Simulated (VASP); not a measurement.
Runs of VASP 6.6.1 on Ge. The structure is that of space group Fm-3m (No. 225), or close to it. The cells are those of the table. 

```csv
task,cell,k mesh,cutoff (eV),gap on the mesh (eV),pressure (GPa)
single point,"a = 3.023 Å, angles 60.0°, 1 atom",16 × 16 × 16,520,none,0.0
single point,"a = 3.023 Å, angles 60.0°, 1 atom",10 × 10 × 10,500,none,0.1
relaxation of cell and atoms,"relaxed from a = 3.023 Å, angles 60.0°, 1 atom",16 × 16 × 16,600,none,0.0
single point,"a = 2.393 Å, angles 60.0°, 1 atom",10 × 10 × 10,500,none,(a)
```

Alike in all rows: level PBE; potentials or basis VASP PAW PBE potentials, release 64 (Ge_d); no spin polarisation; smearing gaussian 0.1 eV.

Problem. Fill in the values left out.

Solution. (a) 213.1.

A k mesh can miss the band edges, and the runs leave out spin-orbit coupling on Ge.

A gap of «none» marks levels without a gap at the run's occupations.
